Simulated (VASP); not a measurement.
A run of VASP 6.6.1 is set up as follows.

INCAR

```
SYSTEM = Ta
  ALGO = Normal
  EDIFF = 1E-6
  EDIFFG = -0.05
  ENCUT = 600
  GGA = PE
  IBRION = 2
  ISIF = 3
  ISMEAR = 1
  LASPH = .TRUE.
  LCHARG = .FALSE.
  LREAL = .FALSE.
  LWAVE = .FALSE.
  NELM = 60
  NSW = 80
  PREC = Accurate
  SIGMA = 0.1
```

KPOINTS

```
k-points
0
G
  15 15 15
  0 0 0
```

Contents of POSCAR:

```
Ta
1.0
   -1.6512800000      1.6512800000      1.6512800000
    1.6512800000     -1.6512800000      1.6512800000
    1.6512800000      1.6512800000     -1.6512800000
Ta
1
Direct
    0.0000000000      0.0000000000      0.0000000000
```

Potentials or basis: VASP PAW PBE potentials, release 64 (Ta_pv).

Run with:

```bash
$ cat potpaw_PBE.64/Ta_pv/POTCAR > POTCAR
$ mpirun -np 1 vasp_std > vasp.out
```

Predict the space group after relaxing (to 0.05 Å).

Im-3m (No. 229).

Predict the relaxed cell.

a = 2.874 Å, b = 2.874 Å, c = 2.874 Å, α = 109.47°, β = 109.47°, γ = 109.47°.

Final structure:
```
Ta
1.0
    -1.65916    1.65916    1.65916
     1.65916   -1.65916    1.65916
     1.65916    1.65916   -1.65916
Ta
1
Cartesian
  0.0000 0.0000 0.0000
```

 Zero-point motion and thermal expansion aren't in these numbers.
